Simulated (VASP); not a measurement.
# HfN (F-43m) in VASP: further runs

HfN is run at these levels: PBEsol; tasks: single point, relaxation of cell and atoms.

Program: VASP 6.6.1. These are calculated values, not measurements. Logs are shortened: lines on timing, memory, paths and dates and some standing lists are left out, and cuts for length are marked.

### 1 The cell of the first run

It takes space group F-43m (No. 216, cubic). Conventional cell: a = 4.681 Å, b = 4.681 Å, c = 4.681 Å, α = 90.00°, β = 90.00°, γ = 90.00°. Within 2.7 Å of Hf (site symmetry -43m) lie 4 N at 2.03 Å. Within 2.7 Å of N (site symmetry -43m) lie 4 Hf at 2.03 Å.

### 2 Single point, PBEsol

Contents of INCAR:

```
ALGO     = Normal         # electronic algorithm
EDIFF    = 1E-7           # SCF threshold, eV
ENCUT    = 520            # plane-wave cutoff, eV
GGA      = PS             # functional
ISIF     = 2              # what is computed and relaxed
ISMEAR   = 1              # smearing method
LASPH    = True           # aspherical terms in the spheres
LCHARG   = False          # write CHGCAR
LREAL    = False          # projectors in reciprocal space
LWAVE    = False          # write WAVECAR
NBANDS   = 14             # bands
NELM     = 60             # most SCF steps
PREC     = Accurate       # precision mode
SIGMA    = 0.1            # smearing width, eV
```

Contents of KPOINTS:

```
k-points
0
Gamma
  9 9 9
```

Contents of POSCAR:

```
HfN
1.0
    0.0000000000      2.3405227762      2.3405227762
    2.3405227762      0.0000000000      2.3405227762
    2.3405227762      2.3405227762      0.0000000000
Hf N
1 1
Direct
    0.0000000000      0.0000000000      0.0000000000
    0.7500000000      0.7500000000      0.7500000000
```

Potentials or basis: VASP PAW PBE potentials, release 64 (Hf_pv, N).

Run with:

```sh
$ cat potpaw_PBE.64/Hf_pv/POTCAR potpaw_PBE.64/N/POTCAR > POTCAR
$ mpirun -np 1 vasp_std > vasp.out
```

OUTCAR:

```text
EDIFF = 1E-7
   ENCUT = 520
   GGA = PS
   ISIF = 2
   ISMEAR = 1
   LASPH = True
   LREAL = False
   NELM = 60
   PREC = Accurate

 ion  position               nearest neighbor table
   1  0.000  0.000  0.000-   2 2.03   2 2.03   2 2.03   2 2.03
   2  0.750  0.750  0.750-   1 2.03   1 2.03   1 2.03   1 2.03

  LATTYP: Found a face centered cubic cell.
 ALAT       =     4.6810455524

  Lattice vectors:

 A1 = (   0.0000000000,   2.3405227762,   2.3405227762)
 A2 = (   2.3405227762,   0.0000000000,   2.3405227762)
 A3 = (   2.3405227762,   2.3405227762,   0.0000000000)

Analysis of symmetry for initial positions (statically):
=====================================================================
 Subroutine PRICEL returns:
 Original cell was already a primitive cell.

 Routine SETGRP: Setting up the symmetry group for a
 face centered cubic supercell.

 Subroutine GETGRP returns: Found 24 space group operations
 (whereof 24 operations were pure point group operations)
 out of a pool of 48 trial point group operations.

The static configuration has the point symmetry T_d .

Analysis of symmetry for dynamics (positions and initial velocities):
=====================================================================
 Subroutine PRICEL returns:
 Original cell was already a primitive cell.

 Routine SETGRP: Setting up the symmetry group for a
 face centered cubic supercell.

 Subroutine GETGRP returns: Found 24 space group operations
 (whereof 24 operations were pure point group operations)
 out of a pool of 48 trial point group operations.

The dynamic configuration has the point symmetry T_d .

 Subroutine INISYM returns: Found 24 space group operations
 (whereof 24 operations are pure point group operations),
 and found     1 'primitive' translations

----------------------------------------------------------------------------------------

                                     Primitive cell

  volume of cell :      25.6430

  direct lattice vectors                    reciprocal lattice vectors
     0.000000000  2.340522776  2.340522776    -0.213627487  0.213627487  0.213627487
     2.340522776  0.000000000  2.340522776     0.213627487 -0.213627487  0.213627487
     2.340522776  2.340522776  0.000000000     0.213627487  0.213627487 -0.213627487

  length of vectors
     3.309999053  3.309999053  3.309999053     0.370013662  0.370013662  0.370013662

  position of ions in fractional coordinates (direct lattice)
     0.000000000  0.000000000  0.000000000
     0.750000000  0.750000000  0.750000000

  ion indices of the primitive-cell ions
   primitive index   ion index
                 1           1
                 2           2

----------------------------------------------------------------------------------------

 KPOINTS: k-points

Automatic generation of k-mesh.
 Grid dimensions read from file:
 generate k-points for:    9    9    9

 Generating k-lattice:

  Cartesian coordinates                     Fractional coordinates (reciprocal lattice)
    -0.023736387  0.023736387  0.023736387     0.111111111  0.000000000  0.000000000
     0.023736387 -0.023736387  0.023736387     0.000000000  0.111111111  0.000000000
     0.023736387  0.023736387 -0.023736387     0.000000000  0.000000000  0.111111111

  Length of vectors
     0.041112629  0.041112629  0.041112629

  Shift w.r.t. Gamma in fractional coordinates (k-lattice)
     0.000000000  0.000000000  0.000000000

 Subroutine IBZKPT returns following result:
 ===========================================

 Found     35 irreducible k-points:

 Following reciprocal coordinates:
            Coordinates               Weight
  0.000000  0.000000  0.000000      1.000000
  0.111111  0.000000  0.000000      8.000000
  0.222222  0.000000  0.000000      8.000000
  0.333333  0.000000  0.000000      8.000000
  0.444444  0.000000  0.000000      8.000000
  0.111111  0.111111  0.000000      6.000000
[... 16 lines left out ...]
 -0.333333  0.333333  0.000000     12.000000
  0.444444  0.444444  0.000000      6.000000
 [... further k-points ...]
   k-points           NKPTS =     35   k-points in BZ     NKDIM =     35   number of bands    NBANDS=     14
   number of dos      NEDOS =    301   number of ions     NIONS =      2
   total plane-waves  NPLWV =  21952
   dimension x,y,z NGX =    28 NGY =   28 NGZ =   28
   dimension x,y,z NGXF=    56 NGYF=   56 NGZF=   56
   ions per type =               1   1
   NGX,Y,Z   is equivalent  to a cutoff of  14.06, 14.06, 14.06 a.u.
   NGXF,Y,Z  is equivalent  to a cutoff of  28.13, 28.13, 28.13 a.u.
 SYSTEM =  unknown system
   PREC   = accura    normal or accurate (medium, high low for compatibility)
   ISTART =      0    job   : 0-new  1-cont  2-samecut
   ICHARG =      2    charge: 1-file 2-atom 10-const
   ISPIN  =      1    spin polarized calculation?
   LNONCOLLINEAR =      F non collinear calculations
   LSORBIT =      F    spin-orbit coupling
[... 25 lines left out ...]
  Fermi-wavevector in a.u.,A,eV,Ry     =   1.369144  2.587307 25.504864  1.874555
  Thomas-Fermi vector in A             =   2.495045
   LORBIT       =      0    0 simple, 1 ext, 2 COOP (PROOUT), +10 PAW based schemes
   GGA     = PS    functional components
   LHFCALC =     F    Hartree Fock is set to
   AEXX    =    0.0000 exact exchange contribution
   IVDW    =     0    specifies the selected vdW correction
   LEPSILON=     F    determine dielectric tensor
   LRPA    =     F    only Hartree local field effects (RPA)
 non-spin polarized calculation
 Methfessel and Paxton  Order N= 1 SIGMA  =   0.10
  energy-cutoff  :      520.00
  volume of cell :       25.64
 maximum number of plane-waves:       702
 NGX is ok and might be reduce to    28
   NGX = 13   NGY = 13   NGZ = 13

 number of electron      15.0000000 magnetization

 Free energy of the ion-electron system (eV)
  ---------------------------------------------------
  ext. energy  EPLUGINS =         0.00000000
  ---------------------------------------------------
  free energy    TOTEN  =       -22.01106026 eV

  energy without entropy =      -22.01047984  energy(sigma->0) =      -22.01086679

 E-fermi :   6.7171     XC(G=0): -12.0948

 val. band max:        6.7140973551   @ k =   0.2222   0.2222   0.0000
 cond. band min:       6.7198401856   @ k =  -0.2222   0.3333   0.1111
 fundamental gap:      0.0057428304
 Fermi energy:         6.7170780651

 k-point     1 :       0.0000    0.0000    0.0000
  band No.  band energies     occupation
      1     -23.8038      2.00000
      2     -23.8038      2.00000
      3     -23.8038      2.00000
      4     -10.0852      2.00000
      5       0.5935      2.00000
      6       0.5935      2.00000
      7       0.5935      2.00000
      8       6.3719      2.00001
      9       9.2896      0.00000
     10       9.2896      0.00000
     11      14.2683      0.00000
     12      14.2683      0.00000
     13      14.2683      0.00000
     14      19.7307      0.00000

 k-point     2 :       0.1111    0.0000    0.0000
  band No.  band energies     occupation
      1     -23.9101      2.00000
      2     -23.8167      2.00000
      3     -23.8167      2.00000
      4      -9.8817      2.00000
      5       0.3569      2.00000
      6       0.7039      2.00000
      7       0.7039      2.00000
      8       7.0465     -0.00003
      9       9.0402      0.00000
     10       9.0402      0.00000
     11      13.9097      0.00000
     12      14.6889      0.00000
     13      14.6889      0.00000
     14      19.5619      0.00000

 k-point     3 :       0.2222    0.0000    0.0000
  band No.  band energies     occupation
      1     -24.1680      2.00000
      2     -23.8491      2.00000
      3     -23.8491      2.00000
      4      -9.4028      2.00000
      5       0.0927      2.00000
      6       0.9592      2.00000
      7       0.9592      2.00000
      8       8.3544     -0.00000
      9       8.7710      0.00000
     10       8.7710      0.00000
     11      13.3699      0.00000
     12      15.0797      0.00000
     13      15.0797      0.00000
     14      16.9398      0.00000
[... 324 lines left out ...]
 k-point    23 :      -0.3333    0.3333    0.0000
  band No.  band energies     occupation
      1     -24.4798      2.00000
      2     -24.2615      2.00000
      3     -23.9907      2.00000
      4      -8.2036      2.00000
      5       0.3324      2.00000
      6       1.7852      2.00000
      7       2.1915      2.00000
      8       5.8221      2.00000
      9       9.1392      0.00000
     10       9.7044      0.00000
     11      14.1144      0.00000
     12      14.1774      0.00000
     13      16.3517      0.00000
     14      17.9585      0.00000

 k-point    24 :       0.4444    0.4444    0.0000
  band No.  band energies     occupation
      1     -24.6085      2.00000
      2     -24.0742      2.00000
      3     -24.0742      2.00000
      4      -8.1799      2.00000
      5      -1.0009      2.00000
      6       2.9228      2.00000
      7       2.9228      2.00000
      8       5.5227      2.00000
      9       9.5531      0.00000
     10      11.4466      0.00000
     11      12.4167      0.00000
     12      12.4167      0.00000
     13      17.4382      0.00000
     14      19.7216      0.00000

 [... further k-points ...]
[... 5 lines left out ...]
  --------------------------------------------------------------------------------------
  -------------------------------------------------------------------------------------
  Total        4.7439422      4.7439422      4.7439422      0.0000000      0.0000000      0.0000000
  in kB      296.4021603    296.4021603    296.4021603      0.0000000      0.0000000      0.0000000
  external PRESSURE =     296.4021603 kB  Pullay stress =       0.0000000 kB

 VOLUME and BASIS-vectors are now :
 -----------------------------------------------------------------------------
  energy-cutoff  :      520.00
  volume of cell :       25.64
      direct lattice vectors                 reciprocal lattice vectors
     0.000000000  2.340522776  2.340522776    -0.213627487  0.213627487  0.213627487
     2.340522776  0.000000000  2.340522776     0.213627487 -0.213627487  0.213627487
     2.340522776  2.340522776  0.000000000     0.213627487  0.213627487 -0.213627487

 POSITION                                       TOTAL-FORCE (eV/Angst)
 -----------------------------------------------------------------------------------
      0.00000      0.00000      0.00000         0.000000     -0.000000      0.000000
      3.51078      3.51078      3.51078        -0.000000      0.000000     -0.000000
 -----------------------------------------------------------------------------------
    total drift:                                0.000000      0.000000      0.000000

  FREE ENERGIE OF THE ION-ELECTRON SYSTEM (eV)
  ---------------------------------------------------
  free  energy   TOTEN  =       -22.0110602583 eV

  energy  without entropy=      -22.0104798440  energy(sigma->0) =      -22.01086679
```

Wall time 23 s (1 thread of AMD EPYC 7R43 (Zen 3), shared host); peak memory 0.12 GiB.

Results:

```yaml
Free_energy: -22.0111 eV
Pressure: 29.6 GPa
```

Caveat: the PAW data sets were made with another functional, which shifts forces and pressure a little; spin-orbit coupling is left out, which moves the levels of the heavy elements.

### 3 Single point, PBEsol

This run uses another cell than the first one, of 13.77 Å³/atom, 1.074 times its volume.

Contents of INCAR:

```
  ALGO = Normal
  EDIFF = 1E-6
  ENCUT = 520
  GGA = PS
  ISIF = 2
  ISMEAR = 1
  LASPH = True
  LCHARG = False
  LREAL = False
  LWAVE = False
  NBANDS = 14
  NELM = 80
  PREC = Accurate
  SIGMA = 0.1
```

KPOINTS is that of step 2.

Contents of POSCAR:

```
HfN
1.0
    0.0000000000      2.3969379361      2.3969379361
    2.3969379361      0.0000000000      2.3969379361
    2.3969379361      2.3969379361      0.0000000000
Hf N
1 1
Direct
    0.0000000000      0.0000000000      0.0000000000
    0.7500000000      0.7500000000      0.7500000000
```

Potentials or basis: VASP PAW PBE potentials, release 64 (Hf_pv, N).

Run with:

```sh
$ cat potpaw_PBE.64/Hf_pv/POTCAR potpaw_PBE.64/N/POTCAR > POTCAR
$ mpirun -np 1 vasp_std > vasp.out
```

Wall time 29 s (1 thread of AMD EPYC 7R43 (Zen 3), shared host); peak memory 0.13 GiB.

It converged, with:

```yaml
Free_energy: -22.2361 eV
Pressure: 9.3 GPa
```

Levels at points of the mesh, in eV from the Fermi level:
```
           k point  band 4  band 5  band 6  band 7  band 8  band 9  band 10  band 11
(0.00, 0.00, 0.00)  -16.45   -5.78   -5.78   -5.78   -0.54    2.39     2.39     7.07
```

Caveat: the PAW data sets were made with another functional, which shifts forces and pressure a little; spin-orbit coupling is left out, which moves the levels of the heavy elements.

### 4 Single point, PBEsol

This run uses another cell than the first one, of 13.26 Å³/atom, 1.034 times its volume.

Contents of INCAR:

```
  PREC = Accurate
  ENCUT = 520
  EDIFF = 1E-7
  ISMEAR = 1
  SIGMA = 0.1
  LREAL = F
  LASPH = T
  NELM = 80
  ALGO = Normal
  ISIF = 2
  LWAVE = F
  LCHARG = F
  GGA = PS
  NBANDS = 14
```

Contents of KPOINTS:

```
regular mesh
0
Gamma
  9 9 9
```

Contents of POSCAR:

```
HfN
1.0
    0.0000000000      2.3667043665      2.3667043665
    2.3667043665      0.0000000000      2.3667043665
    2.3667043665      2.3667043665      0.0000000000
Hf N
1 1
Direct
    0.0000000000      0.0000000000      0.0000000000
    0.7500000000      0.7500000000      0.7500000000
```

Run with:

```sh
$ cat potpaw_PBE.64/Hf_pv/POTCAR potpaw_PBE.64/N/POTCAR > POTCAR
$ mpirun -np 1 vasp_std > vasp.out
```

Wall time 23 s (1 thread of AMD EPYC 7R43 (Zen 3), shared host); peak memory 0.13 GiB.

It converged, with:

* Free energy: -22.1442 eV
* Pressure: 19.4 GPa

Levels at points of the mesh, in eV from the Fermi level:
| k point | band 5 | band 6 | band 7 | band 8 | band 9 | band 10 |
| --- | --- | --- | --- | --- | --- | --- |
| (0.00, 0.00, 0.00) | -5.96 | -5.96 | -5.96 | -0.44 | 2.49 | 2.49 |

Caveat: the PAW data sets were made with another functional, which shifts forces and pressure a little; spin-orbit coupling is left out, which moves the levels of the heavy elements.

### 5 Single point, PBEsol

This run uses another cell than the first one, of 14.40 Å³/atom, 1.123 times its volume.

Contents of INCAR:

```
ALGO = Normal ; EDIFF = 1E-7
ENCUT = 520 ; GGA = PS
ISIF = 2 ; ISMEAR = 1
LASPH = True ; LCHARG = True
LELF = True ; LREAL = False
LVHAR = True ; LWAVE = False
NBANDS = 14 ; NELM = 60
PREC = Accurate ; SIGMA = 0.1
```

Contents of KPOINTS:

```
k-points
0
Gamma
  9 9 9
```

Contents of POSCAR:

```
HfN
1.0
    0.0000000000      2.4329556482      2.4329556482
    2.4329556482      0.0000000000      2.4329556482
    2.4329556482      2.4329556482      0.0000000000
Hf N
1 1
Direct
    0.0000000000      0.0000000000      0.0000000000
    0.7500000000      0.7500000000      0.7500000000
```

Run with:

```sh
$ cat potpaw_PBE.64/Hf_pv/POTCAR potpaw_PBE.64/N/POTCAR > POTCAR
$ mpirun -np 1 vasp_std > vasp.out
```

It took 27 s on 1 thread of AMD EPYC 7R43 (Zen 3), shared host; peak memory 0.12 GiB.

Results (log left out):

- Free energy: -22.2685 eV
- Pressure: -0.8 GPa

Levels at points of the mesh, in eV from the Fermi level:
| k point | band 4 | band 5 | band 6 | band 7 | band 8 | band 9 | band 10 | band 11 |
| --- | --- | --- | --- | --- | --- | --- | --- | --- |
| (0.00, 0.00, 0.00) | -16.21 | -5.55 | -5.55 | -5.55 | -0.64 | 2.30 | 2.30 | 6.79 |

Caveat: the PAW data sets were made with another functional, which shifts forces and pressure a little; spin-orbit coupling is left out, which moves the levels of the heavy elements.

### 6 Relaxation of cell and atoms, PBEsol

This run uses another cell than the first one, of 14.79 Å³/atom, 1.154 times its volume.

Contents of INCAR:

```
SYSTEM = HfN
PREC     = Accurate       ! precision mode
ENCUT    = 600            ! plane-wave cutoff, eV
EDIFF    = 1E-6           ! SCF threshold, eV
ISMEAR   = 1              ! smearing method
SIGMA    = 0.1            ! smearing width, eV
LREAL    = .FALSE.        ! projectors in reciprocal space
LASPH    = .TRUE.         ! aspherical terms in the spheres
NELM     = 100            ! most SCF steps
ALGO     = Normal         ! electronic algorithm
ISIF     = 3              ! what is computed and relaxed
LWAVE    = .FALSE.        ! write WAVECAR
LCHARG   = .FALSE.        ! write CHGCAR
GGA      = PS             ! functional
IBRION   = 2              ! ionic algorithm
NSW      = 60             ! ionic steps
EDIFFG   = -0.02          ! ionic threshold
```

Contents of KPOINTS:

```
Automatic mesh
0
G
  9 9 9
  0 0 0
```

Contents of POSCAR:

```
HfN
1.0
    0.0000000000      2.4548220000      2.4548220000
    2.4548220000      0.0000000000      2.4548220000
    2.4548220000      2.4548220000      0.0000000000
Hf N
1 1
Direct
    0.0000000000      0.0000000000      0.0000000000
    0.7500000000      0.7500000000      0.7500000000
```

Potentials or basis: VASP PAW PBE potentials, release 64 (Hf_pv, N).

Run with:

```sh
$ cat potpaw_PBE.64/Hf_pv/POTCAR potpaw_PBE.64/N/POTCAR > POTCAR
$ mpirun -np 1 vasp_std > vasp.out
```

Run time: 55 s. Hardware: 1 thread of AMD EPYC, shared host; peak memory 0.14 GiB.

The run converged. Its results:

| Quantity | Value |
| --- | --- |
| Free energy | -22.2715 eV |
| Relaxed volume | 14.35 Å³/atom |
| Relaxed cell | a = 3.436 Å, b = 3.436 Å, c = 3.436 Å, α = 60.00°, β = 60.00°, γ = 60.00° |
| Space group after relaxing (to 0.05 Å) | F-43m (No. 216) |
| Energy gained by relaxing | 8.7 meV/atom |
| Ionic steps | 3 |
| Pressure after relaxing | -0.1 GPa |

The path:
```
step  energy change (eV)  largest force (eV/Å)  pressure (GPa)  volume (Å³)
   1              0.0000                0.0000           -6.00        29.59
   2              0.0309                0.0000           11.61        27.28
   3             -0.0175                0.0000           -0.07        28.69
```

Final structure:
```
Hf N
1.0
     0.00000    2.42978    2.42978
     2.42978    0.00000    2.42978
     2.42978    2.42978    0.00000
Hf N
1 1
Direct
  0.00000 0.00000 0.00000
  0.75000 0.75000 0.75000
```

Levels at points of the mesh, in eV from the Fermi level:
```csv
k point,band 3,band 4,band 5,band 6,band 7,band 8,band 9,band 10,band 11
"(0.00, 0.00, 0.00)",-30.92,-16.23,-5.57,-5.57,-5.57,-0.63,2.30,2.30,6.81
```

Caveat: the PAW data sets were made with another functional, which shifts forces and pressure a little; spin-orbit coupling is left out, which moves the levels of the heavy elements.

### 7 The runs side by side

```tsv
task	cell	cutoff (eV)	gap on the mesh (eV)	pressure (GPa)
single point	a = 3.310 Å, angles 60.0°, 2 atoms	520	none	29.6
single point	a = 3.390 Å, angles 60.0°, 2 atoms	520	none	9.3
single point	a = 3.347 Å, angles 60.0°, 2 atoms	520	none	19.4
single point	a = 3.441 Å, angles 60.0°, 2 atoms	520	none	-0.8
relaxation of cell and atoms	relaxed from a = 3.472 Å, angles 60.0°, 2 atoms	600	none	-0.1
```

Alike in all rows: level PBEsol; potentials or basis VASP PAW PBE potentials, release 64 (Hf_pv, N); no spin polarisation; k mesh 9 × 9 × 9; smearing methfessel-paxton 0.1 eV.

Caveats: the PAW data sets were made with another functional, which shifts forces and pressure a little; spin-orbit coupling is left out, which moves the levels of the heavy elements.

Absolute energies hang on the potentials; compare differences alone.
